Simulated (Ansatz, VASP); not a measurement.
## One calculation of Pd, two programs

File POSCAR:

```
Pd
1.0
    0.0000000000      1.9537284611      1.9537284611
    1.9537284611      0.0000000000      1.9537284611
    1.9537284611      1.9537284611      0.0000000000
Pd
1
Direct
    0.0000000000      0.0000000000      0.0000000000
```

INCAR.step1

```
SYSTEM = Pd
PREC = Accurate ; ENCUT = 520
ISMEAR = 0 ; SIGMA = 0.1
LREAL = .False. ; LASPH = .True.
NELM = 60 ; NBANDS = 11
GGA = PE ; ALGO = Normal
EDIFF = 1E-4 ; LWAVE = .True.
LCHARG = .False.
```

File INCAR.step2:

```
SYSTEM = Pd
PREC = Accurate ; ENCUT = 520
EDIFF = 1E-6 ; ISMEAR = 0
SIGMA = 0.1 ; LREAL = .False.
LASPH = .True. ; NELM = 60
ALGO = Normal ; ISIF = 2
LWAVE = .False. ; LCHARG = .False.
METAGGA = R2SCAN ; LMIXTAU = .True.
NBANDS = 11 ; ISTART = 1
```

File KPOINTS:

```
regular mesh
0
Gamma
  18 18 18
  0 0 0
```

Input for Ansatz:

```yaml
crystal:
  lattice:
    - [0.0, 1.9537284611, 1.9537284611]
    - [1.9537284611, 0.0, 1.9537284611]
    - [1.9537284611, 1.9537284611, 0.0]
  atoms:
    - { symbol: Pd, position: [0.0, 0.0, 0.0] }
basis:
  ecutwfc: 500
kpoints:
  mp_grid: { grid: [18, 18, 18] }
  band_path:
    path:
      - [[0.0, 0.0, 0.0], [0.5, 0.0, 0.5], [0.625, 0.25, 0.625]]
      - [[0.375, 0.375, 0.75], [0.0, 0.0, 0.0], [0.5, 0.5, 0.5], [0.5, 0.25, 0.75], [0.5, 0.0, 0.5]]
    npoints: 14
hamiltonian:
  xc: r2scan
scf:
  occupations: { method: gaussian, width: 0.1 }
  n_extra_bands: 6
output:
  forces: true
  stress: true
  eigenvalues: true
  populations: true
  dos: { projected: true, de: 0.02, nscf_kmesh: { grid: [27, 27, 27] } }
  bader: true
  write_density: true
  write_potential: true
  elf: true
  volumetric_format: npy
```

Alike in both runs: task single point; functional r2SCAN; k mesh 18 × 18 × 18; occupations gaussian, width 0.1 eV; no spin polarisation.

|  | VASP | Ansatz |
| --- | --- | --- |
| version | VASP 6.6.1 | Ansatz 0.2.0 |
| potentials or method | VASP PAW PBE potentials, release 64 (Pd), cutoff 520 eV | scalar-relativistic, plane waves, PAW |
| valence electrons in the cell | 10 | 18 |

|  | VASP | Ansatz | Ansatz less VASP |
| --- | --- | --- | --- |
| gap on the k mesh at the Fermi level (eV) | none | none | - |
| pressure (GPa) | 0.7 | 0.0 | -0.68 |

VASP's potentials were made for PBE, not for r2SCAN. A gap of «none» marks a metal or a gap that the smearing closes. VASP's potentials hold 10 valence electrons a cell and Ansatz's 18, so a difference there can come from the potentials and not from the codes.
